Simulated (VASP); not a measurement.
# ZrB (Fm-3m) in VASP: a series of runs

ZrB is run at these levels: PBE+D3(BJ), LDA; tasks: single point.

Everything below comes from runs of VASP 6.6.1. Logs are shortened: lines on timing, memory, paths and dates and some standing lists are left out, and cuts for length are marked.

### 1 The cell of the first run

It takes space group Fm-3m (No. 225, cubic). The conventional cell has a = 4.795 Å, b = 4.795 Å, c = 4.795 Å, α = 90.00°, β = 90.00°, γ = 90.00°. Within 3.2 Å of Zr (site symmetry m-3m) lie 6 B at 2.40 Å. B (site symmetry m-3m) has 6 Zr at 2.40 Å within 3.2 Å.

### 2 Single point, PBE+D3(BJ) (13.78 Å³/atom)

INCAR

```
PREC     = Accurate       # precision mode
ENCUT    = 500            # plane-wave cutoff, eV
EDIFF    = 1E-6           # SCF threshold, eV
ISMEAR   = 0              # smearing method
SIGMA    = 0.05           # smearing width, eV
LREAL    = False          # projectors in reciprocal space
LASPH    = True           # aspherical terms in the spheres
NELM     = 120            # most SCF steps
ALGO     = Normal         # electronic algorithm
ISIF     = 2              # what is computed and relaxed
LWAVE    = False          # write WAVECAR
LCHARG   = True           # write CHGCAR
GGA      = PE             # functional
IVDW     = 12             # dispersion correction
LELF     = True           # ELF
LVHAR    = True         
NBANDS   = 14             # bands
GGA_COMPAT= False
```

KPOINTS

```
regular mesh
0
Gamma
  8 8 8
```

POSCAR

```
ZrB
1.0
    0.0000000000      2.3977140414      2.3977140414
    2.3977140414      0.0000000000      2.3977140414
    2.3977140414      2.3977140414      0.0000000000
Zr B
1 1
Direct
    0.5000000000      0.5000000000      0.5000000000
    0.0000000000      0.0000000000      0.0000000000
```

Potentials or basis: VASP PAW PBE potentials, release 64 (Zr_sv, B).

Run with:

```sh
$ cat potpaw_PBE.64/Zr_sv/POTCAR potpaw_PBE.64/B/POTCAR > POTCAR
$ mpirun -np 1 vasp_std > vasp.out
```

OUTCAR:

```text
PREC = Accurate
   ENCUT = 500
   EDIFF = 1E-6
   ISMEAR = 0
   LREAL = False
   LASPH = True
   NELM = 120
   ISIF = 2
   GGA = PE
   IVDW = 12
 IVDW          = 12

 ion  position               nearest neighbor table
   1  0.500  0.500  0.500-   2 2.40   2 2.40   2 2.40   2 2.40   2 2.40   2 2.40
   2  0.000  0.000  0.000-   1 2.40   1 2.40   1 2.40   1 2.40   1 2.40   1 2.40

  LATTYP: Found a face centered cubic cell.
 ALAT       =     4.7954280828

  Lattice vectors:

 A1 = (   0.0000000000,   2.3977140414,   2.3977140414)
 A2 = (   2.3977140414,   0.0000000000,   2.3977140414)
 A3 = (   2.3977140414,   2.3977140414,   0.0000000000)

Analysis of symmetry for initial positions (statically):
=====================================================================
 Subroutine PRICEL returns:
 Original cell was already a primitive cell.

 Routine SETGRP: Setting up the symmetry group for a
 face centered cubic supercell.

 Subroutine GETGRP returns: Found 48 space group operations
 (whereof 48 operations were pure point group operations)
 out of a pool of 48 trial point group operations.

The static configuration has the point symmetry O_h .

Analysis of symmetry for dynamics (positions and initial velocities):
=====================================================================
 Subroutine PRICEL returns:
 Original cell was already a primitive cell.

 Routine SETGRP: Setting up the symmetry group for a
 face centered cubic supercell.

 Subroutine GETGRP returns: Found 48 space group operations
 (whereof 48 operations were pure point group operations)
 out of a pool of 48 trial point group operations.

The dynamic configuration has the point symmetry O_h .

 Subroutine INISYM returns: Found 48 space group operations
 (whereof 48 operations are pure point group operations),
 and found     1 'primitive' translations

----------------------------------------------------------------------------------------

                                     Primitive cell

  volume of cell :      27.5691

  direct lattice vectors                    reciprocal lattice vectors
     0.000000000  2.397714041  2.397714041    -0.208531956  0.208531956  0.208531956
     2.397714041  0.000000000  2.397714041     0.208531956 -0.208531956  0.208531956
     2.397714041  2.397714041  0.000000000     0.208531956  0.208531956 -0.208531956

  length of vectors
     3.390879716  3.390879716  3.390879716     0.361187944  0.361187944  0.361187944

  position of ions in fractional coordinates (direct lattice)
     0.500000000  0.500000000  0.500000000
     0.000000000  0.000000000  0.000000000

  ion indices of the primitive-cell ions
   primitive index   ion index
[... 88 lines left out ...]
   EFERMI =   0.00;   METHOD = LEGACY
   ISMEAR =     0;   SIGMA  =   0.05  broadening in eV -4-tet -1-fermi 0-gaus
   EFERMI_NEDOS =   21; number of points for ismear=-14 and -15
   IALGO  =     38    algorithm
   IMIX   =      4    mixing-type and parameters
     AMIX     =   0.40;   BMIX     =  1.00
     AMIX_MAG =   1.60;   BMIX_MAG =  1.00
  volume/ion in A,a.u.               =      13.78        93.02
  Fermi-wavevector in a.u.,A,eV,Ry     =   1.336486  2.525593 24.302669  1.786196
  Thomas-Fermi vector in A             =   2.465109
   LORBIT       =      0    0 simple, 1 ext, 2 COOP (PROOUT), +10 PAW based schemes
   GGA     = PE    functional components
   LHFCALC =     F    Hartree Fock is set to
   AEXX    =    0.0000 exact exchange contribution
   IVDW    =    12    specifies the selected vdW correction
   LEPSILON=     F    determine dielectric tensor
   LRPA    =     F    only Hartree local field effects (RPA)
 non-spin polarized calculation
 Gauss-broadening in eV      SIGMA  =   0.05
  energy-cutoff  :      500.00
  volume of cell :       27.57
 maximum number of plane-waves:       725
 NGX is ok and might be reduce to    28
   NGX = 13   NGY = 13   NGZ = 13

 number of electron      15.0000000 magnetization

 Free energy of the ion-electron system (eV)
  ---------------------------------------------------
  ext. energy  EPLUGINS =         0.00000000
  ---------------------------------------------------
  free energy    TOTEN  =       -15.92552708 eV

  energy without entropy =      -15.92418775  energy(sigma->0) =      -15.92485741

 E-fermi :   8.1255     XC(G=0): -11.7829

 val. band max:        8.0715657676   @ k =   0.5000   0.2500   0.0000
 cond. band min:       8.1711092851   @ k =   0.3750   0.2500   0.1250
 fundamental gap:      0.0995435174
 Fermi energy:         8.1255452824

 k-point     1 :       0.0000    0.0000    0.0000
  band No.  band energies     occupation
      1     -39.0934      2.00000
      2     -16.8923      2.00000
      3     -16.8923      2.00000
      4     -16.8923      2.00000
      5      -0.0823      2.00000
      6       9.9132      0.00000
      7       9.9132      0.00000
      8       9.9132      0.00000
      9      11.4612      0.00000
     10      11.4612      0.00000
     11      11.6885      0.00000
     12      11.6885      0.00000
     13      11.6885      0.00000
     14      18.9619      0.00000
[... 377 lines left out ...]
      1     -39.0010      2.00000
      2     -17.4815      2.00000
      3     -17.1472      2.00000
      4     -17.0234      2.00000
      5       3.2916      2.00000
      6       5.1753      2.00000
      7       7.0926      2.00000
      8       7.3985      2.00000
      9      12.7057      0.00000
     10      12.7978      0.00000
     11      14.2954      0.00000
     12      17.8435      0.00000
     13      17.9631      0.00000
     14      19.2815      0.00000

 [... further k-points ...]

------------------------ aborting loop because EDIFF is reached ----------------------------------------

 Edisp (eV)   -0.81844

 E8    (eV) :    -0.3821

  FORCE on cell =-STRESS in cart. coord.  units (eV):
  Direction    XX          YY          ZZ          XY          YZ          ZX
  --------------------------------------------------------------------------------------
  -------------------------------------------------------------------------------------
  Total       1.31088     1.31088     1.31088     0.00000     0.00000     0.00000
  in kB      76.18174    76.18174    76.18174     0.00000     0.00000     0.00000
  external pressure =       76.18 kB  Pullay stress =        0.00 kB

 VOLUME and BASIS-vectors are now :
 -----------------------------------------------------------------------------
  energy-cutoff  :      500.00
  volume of cell :       27.57
      direct lattice vectors                 reciprocal lattice vectors
     0.000000000  2.397714041  2.397714041    -0.208531956  0.208531956  0.208531956
     2.397714041  0.000000000  2.397714041     0.208531956 -0.208531956  0.208531956
     2.397714041  2.397714041  0.000000000     0.208531956  0.208531956 -0.208531956

 POSITION                                       TOTAL-FORCE (eV/Angst)
 -----------------------------------------------------------------------------------
      2.39771      2.39771      2.39771         0.000000      0.000000      0.000000
      0.00000      0.00000      0.00000        -0.000000     -0.000000     -0.000000
 -----------------------------------------------------------------------------------
    total drift:                                0.000000      0.000000      0.000000

  FREE ENERGIE OF THE ION-ELECTRON SYSTEM (eV)
  ---------------------------------------------------
  free  energy   TOTEN  =       -16.7439640492 eV

  energy  without entropy=      -16.7426247229  energy(sigma->0) =      -16.74329439
```

OSZICAR:

```text
N       E                     dE             d eps       ncg     rms          rms(c)
DAV:   1     0.986264187840E+02    0.98626E+02   -0.76907E+03   812   0.100E+03
DAV:   2    -0.120685143970E+02   -0.11069E+03   -0.10543E+03   992   0.287E+02
DAV:   3    -0.175610575583E+02   -0.54925E+01   -0.54535E+01  1322   0.535E+01
DAV:   4    -0.177471637923E+02   -0.18611E+00   -0.18606E+00   966   0.634E+00
DAV:   5    -0.177494260854E+02   -0.22623E-02   -0.22623E-02  1120   0.664E-01    0.193E+01
DAV:   6    -0.159308927486E+02    0.18185E+01   -0.26458E+00   950   0.144E+01    0.689E+00
DAV:   7    -0.159224262947E+02    0.84665E-02   -0.28117E-01  1154   0.371E+00    0.302E+00
DAV:   8    -0.159262107317E+02   -0.37844E-02   -0.32669E-02  1008   0.157E+00    0.322E-01
DAV:   9    -0.159254322417E+02    0.77849E-03   -0.33172E-03   946   0.368E-01    0.148E-01
DAV:  10    -0.159255358785E+02   -0.10364E-03   -0.42185E-04   962   0.232E-01    0.368E-02
DAV:  11    -0.159255286093E+02    0.72692E-05   -0.23485E-05  1004   0.388E-02    0.382E-03
DAV:  12    -0.159255270624E+02    0.15469E-05   -0.12959E-06   688   0.120E-02    0.328E-03
DAV:  13    -0.159255270771E+02   -0.14776E-07   -0.11664E-07   508   0.353E-03
   1 F= -.16743964E+02 E0= -.16743294E+02  d E =-.133933E-02
```

stdout:

```text
POSCAR found type information on POSCAR ZrB
 POSCAR found :  2 types and       2 ions
 scaLAPACK will be used
 LDA part: xc-table for (Slater+PW92), standard interpolation
 POSCAR, INCAR and KPOINTS ok, starting setup
 FFT: planning ... GRIDC
 FFT: planning ... GRID_SOFT
 FFT: planning ... GRID
 WAVECAR not read
 entering main loop
```

Wall time 25 s (1 thread of Intel Xeon Platinum 8259CL at 2.50GHz (Skylake/Cascade Lake), shared host); peak memory 0.16 GiB.

Results:

| Quantity | Value |
| --- | --- |
| Free energy | -16.7440 eV |
| Pressure | 7.6 GPa |
| Band gap on the k mesh | zero (an odd number of electrons rules out a gap without spin polarisation) |
| Dispersion energy per atom | -0.409 eV |

Caveat: the cell stands under pressure.

### 3 Single point, LDA (14.38 Å³/atom)

This run uses another cell than the first one, of 14.38 Å³/atom.

INCAR

```
SYSTEM = ZrB
ALGO     = Normal         ! electronic algorithm
EDIFF    = 1E-6           ! SCF threshold, eV
ENCUT    = 500            ! plane-wave cutoff, eV
GGA_COMPAT= .False.      
ISIF     = 2              ! what is computed and relaxed
ISMEAR   = 0              ! smearing method
LASPH    = .True.         ! aspherical terms in the spheres
LCHARG   = .False.        ! write CHGCAR
LREAL    = .False.        ! projectors in reciprocal space
LWAVE    = .False.        ! write WAVECAR
NBANDS   = 14             ! bands
NELM     = 120            ! most SCF steps
PREC     = Accurate       ! precision mode
SIGMA    = 0.05           ! smearing width, eV
```

KPOINTS

```
k-points
0
Gamma
  8 8 8
  0 0 0
```

POSCAR

```
ZrB
1.0
    0.0000000000      2.4319673048      2.4319673048
    2.4319673048      0.0000000000      2.4319673048
    2.4319673048      2.4319673048      0.0000000000
Zr B
1 1
Direct
    0.5000000000      0.5000000000      0.5000000000
    0.0000000000      0.0000000000      0.0000000000
```

Potentials or basis: VASP PAW LDA potentials, release 64 (Zr_sv, B).

Run with:

```sh
$ cat potpaw_LDA.64/Zr_sv/POTCAR potpaw_LDA.64/B/POTCAR > POTCAR
$ mpirun -np 1 vasp_std > vasp.out
```

Wall time 20 s (1 thread of Intel Xeon Platinum 8259CL at 2.50GHz (Skylake/Cascade Lake), shared host); peak memory 0.14 GiB.

It converged, with:

```
Free energy            : -17.5096 eV
Pressure               : -3.1 GPa
Band gap on the k mesh : zero (an odd number of electrons rules out a gap without spin polarisation)
```

Levels at points of the mesh, in eV from the Fermi level:
```csv
k point,band 5,band 6,band 7,band 8,band 9,band 10,band 11,band 12
"(0.00, 0.00, 0.00)",-8.00,1.69,1.69,1.69,3.18,3.18,3.46,3.46
"(0.50, 0.00, 0.00)",-3.97,-3.88,-1.22,-1.22,4.87,4.87,6.18,7.65
"(0.50, 0.50, 0.00)",-6.07,-0.88,-0.70,2.11,2.11,4.65,5.81,5.81
```

Caveat: the cell stands under tension.
